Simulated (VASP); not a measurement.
# Ge (P6/mmm) in VASP: notebook

The runs below take Ge through single point, relaxation of cell and atoms, with PBE.

Everything below comes from runs of VASP 6.6.1. Logs are shortened: lines on timing, memory, paths and dates and some standing lists are left out, and cuts for length are marked.

## 1. The cell of the first run

It takes space group P6/mmm (No. 191, hexagonal). Conventional cell: a = 2.848 Å, b = 2.848 Å, c = 2.804 Å, α = 90.00°, β = 90.00°, γ = 120.00°. Within 3.7 Å of Ge (site symmetry 6/mmm) lie 8 Ge at 2.80 to 2.85 Å.

## 2. Single point, PBE

INCAR reads:

```
  PREC = Accurate
  ENCUT = 520
  EDIFF = 1E-6
  ISMEAR = 0
  SIGMA = 0.1
  LREAL = False
  LASPH = True
  NELM = 100
  ALGO = Normal
  ISIF = 2
  LWAVE = False
  LCHARG = False
  GGA = PE
  NBANDS = 13
```

KPOINTS reads:

```
Automatic mesh
0
Gamma
  6 6 6
```

POSCAR reads:

```
Ge
1.0
    2.8480979621      0.0000000000      0.0000000000
   -1.4240489810      2.4665251876      0.0000000000
    0.0000000000      0.0000000000      2.8042968660
Ge
1
Direct
    0.0000000000      0.0000000000      0.5000000000
```

Potentials or basis: VASP PAW PBE potentials, release 64 (Ge_d).

Launch:

```
$ cat potpaw_PBE.64/Ge_d/POTCAR > POTCAR
$ mpirun -np 1 vasp_std > vasp.out
```

OUTCAR:

```text
PREC = Accurate
   ENCUT = 520
   EDIFF = 1E-6
   ISMEAR = 0
   LREAL = False
   LASPH = True
   NELM = 100
   ISIF = 2
   GGA = PE

 ion  position               nearest neighbor table
   1  0.000  0.000  0.500-

  LATTYP: Found a hexagonal cell.
 ALAT       =     2.8480979621
 C/A-ratio  =     0.9846209306

  Lattice vectors:

 A1 = (   2.8480979621,   0.0000000000,   0.0000000000)
 A2 = (  -1.4240489810,   2.4665251876,   0.0000000000)
 A3 = (   0.0000000000,   0.0000000000,   2.8042968660)

Analysis of symmetry for initial positions (statically):
=====================================================================
 Subroutine PRICEL returns:
 Original cell was already a primitive cell.

 Routine SETGRP: Setting up the symmetry group for a
 hexagonal supercell.

 Subroutine GETGRP returns: Found 24 space group operations
 (whereof 24 operations were pure point group operations)
 out of a pool of 24 trial point group operations.

The static configuration has the point symmetry D_6h.

Analysis of symmetry for dynamics (positions and initial velocities):
=====================================================================
 Subroutine PRICEL returns:
 Original cell was already a primitive cell.

 Routine SETGRP: Setting up the symmetry group for a
 hexagonal supercell.

 Subroutine GETGRP returns: Found 24 space group operations
 (whereof 24 operations were pure point group operations)
 out of a pool of 24 trial point group operations.

The dynamic configuration has the point symmetry D_6h.

 Subroutine INISYM returns: Found 24 space group operations
 (whereof 24 operations are pure point group operations),
 and found     1 'primitive' translations

----------------------------------------------------------------------------------------

                                     Primitive cell

  volume of cell :      19.6999

  direct lattice vectors                    reciprocal lattice vectors
     2.848097962  0.000000000  0.000000000     0.351111518  0.202714330  0.000000000
    -1.424048981  2.466525188  0.000000000     0.000000000  0.405428659  0.000000000
     0.000000000  0.000000000  2.804296866     0.000000000  0.000000000  0.356595627

  length of vectors
     2.848097962  2.848097962  2.804296866     0.405428659  0.405428659  0.356595627

  position of ions in fractional coordinates (direct lattice)
     0.000000000  0.000000000  0.500000000

  ion indices of the primitive-cell ions
   primitive index   ion index
                 1           1

----------------------------------------------------------------------------------------

 KPOINTS: Automatic mesh

Automatic generation of k-mesh.
 Grid dimensions read from file:
 generate k-points for:    6    6    6

 Generating k-lattice:

  Cartesian coordinates                     Fractional coordinates (reciprocal lattice)
     0.058518586  0.033785722  0.000000000     0.166666667  0.000000000  0.000000000
     0.000000000  0.067571443  0.000000000     0.000000000  0.166666667  0.000000000
     0.000000000  0.000000000  0.059432605     0.000000000  0.000000000  0.166666667

  Length of vectors
     0.067571443  0.067571443  0.059432605

  Shift w.r.t. Gamma in fractional coordinates (k-lattice)
     0.000000000  0.000000000  0.000000000

 Subroutine IBZKPT returns following result:
 ===========================================

 Found     28 irreducible k-points:

 Following reciprocal coordinates:
            Coordinates               Weight
  0.000000  0.000000  0.000000      1.000000
  0.166667  0.000000  0.000000      6.000000
  0.333333  0.000000  0.000000      6.000000
  0.500000 -0.000000  0.000000      3.000000
  0.166667  0.166667  0.000000      6.000000
  0.333333  0.166667  0.000000     12.000000
[... 16 lines left out ...]
  0.166667  0.000000  0.500000      6.000000
  0.333333  0.000000  0.500000      6.000000
 [... further k-points ...]
   k-points           NKPTS =     28   k-points in BZ     NKDIM =     28   number of bands    NBANDS=     13
   number of dos      NEDOS =    301   number of ions     NIONS =      1
   total plane-waves  NPLWV =  13824
   dimension x,y,z NGX =    24 NGY =   24 NGZ =   24
   dimension x,y,z NGXF=    48 NGYF=   48 NGZF=   48
   ions per type =               1
   NGX,Y,Z   is equivalent  to a cutoff of  14.01, 14.01, 14.23 a.u.
   NGXF,Y,Z  is equivalent  to a cutoff of  28.02, 28.02, 28.46 a.u.
 SYSTEM =  unknown system
   PREC   = accura    normal or accurate (medium, high low for compatibility)
   ISTART =      0    job   : 0-new  1-cont  2-samecut
   ICHARG =      2    charge: 1-file 2-atom 10-const
   ISPIN  =      1    spin polarized calculation?
   LNONCOLLINEAR =      F non collinear calculations
   LSORBIT =      F    spin-orbit coupling
   LASPH  =      T    aspherical Exc in radial PAW
   ENCUT  =  520.0 eV  38.22 Ry    6.18 a.u.   5.30  5.30  5.21*2*pi/ulx,y,z
   NELM   =    100;   NELMIN=  2; NELMDL= -5     # of ELM steps
   EDIFF  = 0.1E-05   stopping-criterion for ELM
   LREAL  =      F    real-space projection
   EDIFFG = 0.1E-04   stopping-criterion for IOM
   NSW    =      0    number of steps for IOM
   IBRION =     -1    ionic relax: 0-MD 1-quasi-New 2-CG
   NFREE  =      0    steps in history (QN), initial steepest desc. (CG)
   ISIF   =      2    stress and relaxation
   ISYM   =      2    0-nonsym 1-usesym 2-fastsym
   POTIM  = 0.5000    time-step for ionic-motion
   TEBEG  =    0.0;   TEEND  =   0.0 temperature during run
   PSTRESS=    0.0 pullay stress
   NELECT =      14.0000    total number of electrons
   NUPDOWN=      -1.0000    fix difference up-down
   EMIN   =  10.00;   EMAX   =-10.00  energy-range for DOS
   EFERMI =   0.00;   METHOD = LEGACY
   ISMEAR =     0;   SIGMA  =   0.10  broadening in eV -4-tet -1-fermi 0-gaus
   EFERMI_NEDOS =   21; number of points for ismear=-14 and -15
   IALGO  =     38    algorithm
   IMIX   =      4    mixing-type and parameters
     AMIX     =   0.40;   BMIX     =  1.00
     AMIX_MAG =   1.60;   BMIX_MAG =  1.00
  volume/ion in A,a.u.               =      19.70       132.94
  Fermi-wavevector in a.u.,A,eV,Ry     =   1.460930  2.760757 29.039131  2.134316
  Thomas-Fermi vector in A             =   2.577321
   LORBIT       =      0    0 simple, 1 ext, 2 COOP (PROOUT), +10 PAW based schemes
   GGA     = PE    functional components
   LHFCALC =     F    Hartree Fock is set to
   AEXX    =    0.0000 exact exchange contribution
   IVDW    =     0    specifies the selected vdW correction
   LEPSILON=     F    determine dielectric tensor
   LRPA    =     F    only Hartree local field effects (RPA)
 non-spin polarized calculation
 Gauss-broadening in eV      SIGMA  =   0.10
  energy-cutoff  :      520.00
  volume of cell :       19.70
 maximum number of plane-waves:       547
 NGX is ok and might be reduce to    24
   NGX = 11   NGY = 11   NGZ = 11

 number of electron      14.0000004 magnetization

 Free energy of the ion-electron system (eV)
  ---------------------------------------------------
  ext. energy  EPLUGINS =         0.00000000
  ---------------------------------------------------
  free energy    TOTEN  =        -4.31404121 eV

  energy without entropy =       -4.31207789  energy(sigma->0) =       -4.31305955

 E-fermi :   6.7198     XC(G=0): -11.0103

 val. band max:        6.6514161925   @ k =   0.3333   0.0000   0.3333
 cond. band min:       7.0308743885   @ k =   0.3333   0.1667   0.0000
 fundamental gap:      0.3794581960
 Fermi energy:         6.7198212480

 k-point     1 :       0.0000    0.0000    0.0000
  band No.  band energies     occupation
      1     -18.5408      2.00000
      2     -18.4559      2.00000
      3     -18.4559      2.00000
      4     -18.3431      2.00000
      5     -18.3431      2.00000
      6      -6.6688      2.00000
      7      11.4545      0.00000
      8      14.9488      0.00000
      9      14.9488      0.00000
     10      15.3028      0.00000
     11      20.7415      0.00000
     12      20.7415      0.00000
     13      21.1955      0.00000

 k-point     2 :       0.1667    0.0000    0.0000
  band No.  band energies     occupation
      1     -18.5251      2.00000
      2     -18.4597      2.00000
      3     -18.4232      2.00000
      4     -18.3577      2.00000
      5     -18.3465      2.00000
      6      -5.9945      2.00000
      7      10.3434      0.00000
      8      12.1044      0.00000
      9      13.2928      0.00000
     10      16.0081      0.00000
     11      17.6736      0.00000
     12      23.6776      0.00000
     13      24.4081      0.00000

 k-point     3 :       0.3333    0.0000    0.0000
  band No.  band energies     occupation
      1     -18.5209      2.00000
      2     -18.4421      2.00000
      3     -18.3866      2.00000
      4     -18.3573      2.00000
      5     -18.3534      2.00000
      6      -3.9940      2.00000
      7       4.6083      2.00000
      8      11.4001      0.00000
      9      13.8701      0.00000
     10      15.2559      0.00000
     11      18.3483      0.00000
     12      24.2835      0.00000
     13      25.4698      0.00000
[... 305 lines left out ...]
 k-point    23 :       0.1667    0.0000    0.5000
  band No.  band energies     occupation
      1     -18.4584      2.00000
      2     -18.4175      2.00000
      3     -18.4085      2.00000
      4     -18.3923      2.00000
      5     -18.3739      2.00000
      6      -2.8136      2.00000
      7       1.1541      2.00000
      8      13.2430      0.00000
      9      15.7028      0.00000
     10      18.0722      0.00000
     11      20.6468      0.00000
     12      22.8403      0.00000
     13      23.3327      0.00000

 k-point    24 :       0.3333    0.0000    0.5000
  band No.  band energies     occupation
      1     -18.4824      2.00000
      2     -18.4492      2.00000
      3     -18.4014      2.00000
      4     -18.3531      2.00000
      5     -18.3177      2.00000
      6      -0.8053      2.00000
      7       2.9900      2.00000
      8       7.5263      0.00000
      9      12.5925      0.00000
     10      13.8100      0.00000
     11      18.9243      0.00000
     12      20.9895      0.00000
     13      21.0565      0.00000

 [... further k-points ...]

------------------------ aborting loop because EDIFF is reached ----------------------------------------

  FORCE on cell =-STRESS in cart. coord.  units (eV):
  Direction    XX          YY          ZZ          XY          YZ          ZX
  --------------------------------------------------------------------------------------
  -------------------------------------------------------------------------------------
  Total       -0.0133482     -0.0133482     -0.0106124     -0.0000000     -0.0000000     -0.0000000
  in kB       -1.0855942     -1.0855942     -0.8631013     -0.0000000     -0.0000000     -0.0000000
  external PRESSURE =      -1.0114299 kB  Pullay stress =       0.0000000 kB

 VOLUME and BASIS-vectors are now :
 -----------------------------------------------------------------------------
  energy-cutoff  :      520.00
  volume of cell :       19.70
      direct lattice vectors                 reciprocal lattice vectors
     2.848097962  0.000000000  0.000000000     0.351111518  0.202714330  0.000000000
    -1.424048981  2.466525188  0.000000000     0.000000000  0.405428659  0.000000000
     0.000000000  0.000000000  2.804296866     0.000000000  0.000000000  0.356595627

 POSITION                                       TOTAL-FORCE (eV/Angst)
 -----------------------------------------------------------------------------------
      0.00000      0.00000      1.40215        -0.000000      0.000000      0.000000
 -----------------------------------------------------------------------------------
    total drift:                               -0.000000     -0.000000      0.000000

  FREE ENERGIE OF THE ION-ELECTRON SYSTEM (eV)
  ---------------------------------------------------
  free  energy   TOTEN  =        -4.3140412144 eV

  energy  without entropy=       -4.3120778887  energy(sigma->0) =       -4.31305955
```

Run time: 6.8 s. Hardware: 1 thread of AMD EPYC 9R45 (Zen 5), shared host; peak memory 0.1 GiB.

Results:

* Free energy: -4.3140 eV
* Pressure: -0.1 GPa
* Band gap on the k mesh: zero (band 7 reaches 11.45 eV, above the bottom of band 8 at 3.02 eV)

Levels at points of the mesh, in eV from the Fermi level:
| k point | band 4 | band 5 | band 6 | band 7 | band 8 | band 9 | band 10 | band 11 |
| --- | --- | --- | --- | --- | --- | --- | --- | --- |
| (0.00, 0.00, 0.00) | -25.06 | -25.06 | -13.39 | 4.73 | 8.23 | 8.23 | 8.58 | 14.02 |
| (0.50, 0.00, 0.00) | -25.08 | -25.04 | -8.28 | -5.86 | 3.99 | 7.96 | 8.64 | 14.63 |
| (0.00, 0.00, 0.50) | -25.11 | -25.11 | -10.20 | -6.23 | 10.58 | 10.58 | 16.56 | 16.89 |
| (0.50, 0.00, 0.50) | -25.04 | -25.01 | -4.79 | -3.26 | -2.04 | 2.93 | 6.39 | 11.64 |

Caveat: the k points lie up to 0.42 Å⁻¹ apart.

## 3. Relaxation of cell and atoms, PBE

This run uses another cell than the first one, of 19.96 Å³/atom, 1.013 times its volume.

INCAR reads:

```
PREC = Accurate
ENCUT = 600
EDIFF = 1E-6
ISMEAR = 0
SIGMA = 0.1
LREAL = F
LASPH = T
NELM = 60
ALGO = Normal
ISIF = 3
LWAVE = F
LCHARG = F
GGA = PE
IBRION = 2
NSW = 90
EDIFFG = -0.04
```

KPOINTS reads:

```
regular mesh
0
Gamma
  6 6 6
```

POSCAR reads:

```
Ge
1.0
    3.0295193569      0.0000000000      0.0000000000
   -1.5147596784      2.6236407243      0.0000000000
    0.0000000000      0.0000000000      2.5117209093
Ge
1
Direct
    0.0000000000      0.0000000000      0.5000000000
```

Potentials or basis: VASP PAW PBE potentials, release 64 (Ge_d).

Launch:

```
$ cat potpaw_PBE.64/Ge_d/POTCAR > POTCAR
$ mpirun -np 1 vasp_std > vasp.out
```

OUTCAR:

```text
PREC = Accurate
   ENCUT = 600
   EDIFF = 1E-6
   ISMEAR = 0
   LREAL = F
   LASPH = T
   NELM = 60
   ISIF = 3
   GGA = PE
   IBRION = 2
   NSW = 90
   EDIFFG = -0.04

 ion  position               nearest neighbor table
   1  0.000  0.000  0.500-

  LATTYP: Found a hexagonal cell.
 ALAT       =     3.0295193569
 C/A-ratio  =     0.8290823109

  Lattice vectors:

 A1 = (   3.0295193569,   0.0000000000,   0.0000000000)
 A2 = (  -1.5147596784,   2.6236407243,   0.0000000000)
 A3 = (   0.0000000000,   0.0000000000,   2.5117209093)

Analysis of symmetry for initial positions (statically):
=====================================================================
 Subroutine PRICEL returns:
 Original cell was already a primitive cell.

 Routine SETGRP: Setting up the symmetry group for a
 hexagonal supercell.

 Subroutine GETGRP returns: Found 24 space group operations
 (whereof 24 operations were pure point group operations)
 out of a pool of 24 trial point group operations.

The static configuration has the point symmetry D_6h.

Analysis of symmetry for dynamics (positions and initial velocities):
=====================================================================
 Subroutine PRICEL returns:
 Original cell was already a primitive cell.

 Routine SETGRP: Setting up the symmetry group for a
 hexagonal supercell.

 Subroutine GETGRP returns: Found 24 space group operations
 (whereof 24 operations were pure point group operations)
 out of a pool of 24 trial point group operations.

The dynamic configuration has the point symmetry D_6h.

 Subroutine INISYM returns: Found 24 space group operations
 (whereof 24 operations are pure point group operations),
 and found     1 'primitive' translations

----------------------------------------------------------------------------------------

[... 128 lines left out ...]

--------------------------------------- Ionic step        1  -------------------------------------------

 number of electron      14.0000004 magnetization

 Free energy of the ion-electron system (eV)
  ---------------------------------------------------
  ext. energy  EPLUGINS =         0.00000000
  ---------------------------------------------------
  free energy    TOTEN  =        -4.13219242 eV

  energy without entropy =       -4.12929875  energy(sigma->0) =       -4.13074559

------------------------ aborting loop because EDIFF is reached ----------------------------------------

  FORCE on cell =-STRESS in cart. coord.  units (eV):
  Direction    XX          YY          ZZ          XY          YZ          ZX
  --------------------------------------------------------------------------------------
  -------------------------------------------------------------------------------------
  Total       -0.7912432     -0.7912432      1.3894794     -0.0000000      0.0000000      0.0000000
  in kB      -63.4996156    -63.4996156    111.5098496     -0.0000000      0.0000000      0.0000000
  external PRESSURE =      -5.1631272 kB  Pullay stress =       0.0000000 kB
[... 232 lines left out ...]
--------------------------------------- Ionic step        8  -------------------------------------------

 number of electron      14.0000015 magnetization

 Free energy of the ion-electron system (eV)
  ---------------------------------------------------
  ext. energy  EPLUGINS =         0.00000000
  ---------------------------------------------------
  free energy    TOTEN  =        -4.31424383 eV

  energy without entropy =       -4.31228061  energy(sigma->0) =       -4.31326222

 E-fermi :   6.7034     XC(G=0): -11.0037

 val. band max:        6.6349933634   @ k =   0.3333   0.0000   0.3333
 cond. band min:       7.0245822739   @ k =   0.3333   0.1667   0.0000
 fundamental gap:      0.3895889105
 Fermi energy:         6.7033991274

 k-point     1 :       0.0000    0.0000    0.0000
  band No.  band energies     occupation
      1     -18.5539      2.00000
      2     -18.4698      2.00000
      3     -18.4698      2.00000
      4     -18.3574      2.00000
      5     -18.3574      2.00000
      6      -6.6727      2.00000
      7      11.4081      0.00000
      8      14.9418      0.00000
      9      14.9418      0.00000
     10      15.2616      0.00000
     11      20.7335      0.00000
[... 309 lines left out ...]
 k-point    24 :       0.3333    0.0000    0.5000
  band No.  band energies     occupation
      1     -18.4964      2.00000
      2     -18.4628      2.00000
      3     -18.4151      2.00000
      4     -18.3672      2.00000
      5     -18.3324      2.00000
      6      -0.8263      2.00000
      7       2.9851      2.00000
      8       7.5054      0.00000
      9      12.5828      0.00000
     10      13.7898      0.00000
     11      18.9015      0.00000

 [... further k-points ...]

------------------------ aborting loop because EDIFF is reached ----------------------------------------

  FORCE on cell =-STRESS in cart. coord.  units (eV):
  Direction    XX          YY          ZZ          XY          YZ          ZX
  --------------------------------------------------------------------------------------
  -------------------------------------------------------------------------------------
  Total        0.0125308      0.0125308     -0.0242959      0.0000000      0.0000000     -0.0000000
  in kB        1.0177908      1.0177908     -1.9733884      0.0000000      0.0000000     -0.0000000
  external PRESSURE =       0.0207310 kB  Pullay stress =       0.0000000 kB
[... 16 lines left out ...]
  FREE ENERGIE OF THE ION-ELECTRON SYSTEM (eV)
  ---------------------------------------------------
  free  energy   TOTEN  =        -4.3142438270 eV

  energy  without entropy=       -4.3122806077  energy(sigma->0) =       -4.31326222

 reached required accuracy - stopping structural energy minimisation
```

CONTCAR:

```text
Ge
   1.00000000000000
     2.8482325221463345   -0.0000000000035059   -0.0000000000000000
    -1.4241162610291955    2.4666417200392261    0.0000000000000001
     0.0000000000000000   -0.0000000000000000    2.8076896799212223
  Ge
     1
Direct
     1.0000000000000000    0.0000000000000000    0.5000000000000000

  0.00000000E+00  0.00000000E+00  0.00000000E+00
```

It took 29 s on 1 thread of AMD EPYC 9R45 (Zen 5), shared host; peak memory 0.1 GiB.

What came out:

| Property | Result |
| --- | --- |
| Free energy | -4.3142 eV |
| Relaxed volume | 19.73 Å³/atom |
| Relaxed cell | a = 2.848 Å, b = 2.848 Å, c = 2.808 Å, α = 90.00°, β = 90.00°, γ = 120.00° |
| Space group after relaxing (to 0.05 Å) | P6/mmm (No. 191) |
| Energy gained by relaxing | 182.1 meV/atom |
| Ionic steps | 8 |
| Pressure after relaxing | 0.0 GPa |
| Band gap on the k mesh | zero (band 7 reaches 11.41 eV, above the bottom of band 8 at 3.01 eV) |

The path:
```tsv
step	energy change (eV)	largest force (eV/Å)	pressure (GPa)	volume (Å³)
1	0.0000	0.0000	-0.52	19.96
2	-0.1445	0.0000	-0.93	19.71
3	-0.1691	0.0000	0.05	19.59
4	-0.1664	0.0000	2.24	19.32
5	-0.1813	0.0000	0.75	19.47
6	-0.1813	0.0000	0.85	19.46
7	-0.1820	0.0000	-0.15	19.79
8	-0.1821	0.0000	0.00	19.73
```

Final structure:
```
Ge
1.0
     2.84823    0.00000    0.00000
    -1.42412    2.46664    0.00000
     0.00000    0.00000    2.80769
Ge
1
Direct
  0.00000 0.00000 0.50000
```

Caveat: the k points lie up to 0.42 Å⁻¹ apart in the final cell.
